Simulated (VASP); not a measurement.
Set up this calculation in VASP 6.6.1, as the native input.

```yaml
Task: single point
Functional: BLYP
Dispersion: D3(BJ)
Potentials_or_basis: VASP PAW PBE potentials, release 64 (Nb_sv)
Cutoff: 520 eV
k_mesh: 11 × 11 × 11
Occupations: fermi-dirac, width 0.05 eV
Spin: no spin polarisation
Dipole_correction: no
Further_INCAR_settings: ALGO = Fast; EDIFF = 1e-06; NBANDS = 12
```

The structure of Nb lies in POSCAR:

```
Nb
1.0
    0.0000000000      2.0671263436      2.0671263436
    2.0671263436      0.0000000000      2.0671263436
    2.0671263436      2.0671263436      0.0000000000
Nb
1
Direct
    0.0000000000      0.0000000000      0.0000000000
```

This isn't the form of Nb at room conditions, which is bcc.

The input as run:

INCAR

```
SYSTEM = Nb
PREC = Accurate
ENCUT = 520
EDIFF = 1E-6
ISMEAR = -1
SIGMA = 0.05
LREAL = .FALSE.
LASPH = .TRUE.
NELM = 100
ALGO = Fast
ISIF = 2
LWAVE = .FALSE.
LCHARG = .FALSE.
GGA = B5
ALDAX = 1.0
AGGAX = 1.0
AGGAC = 1.0
ALDAC = 0.0
IVDW = 12
VDW_S6 = 1.0
VDW_S8 = 2.6996
VDW_A1 = 0.4298
VDW_A2 = 4.2359
NBANDS = 12
```

KPOINTS

```
regular mesh
0
G
  11 11 11
  0 0 0
```

Potentials or basis: VASP PAW PBE potentials, release 64 (Nb_sv).

Command:

```sh
$ cat potpaw_PBE.64/Nb_sv/POTCAR > POTCAR
$ mpirun -np 1 vasp_std > vasp.out
```

It gave:

* Pressure: -0.1 GPa
* Band gap on the k mesh: zero (an odd number of electrons rules out a gap without spin polarisation)
* Dispersion energy per atom: -1.797 eV

Caveat: the PAW data sets were made with another functional, which shifts forces and pressure a little.

It took 18 s on 1 thread of Intel(R) Xeon(R) Platinum 8375C CPU @ 2.90GHz (Ice Lake), with other jobs on the host, peak memory 0.15 GiB.
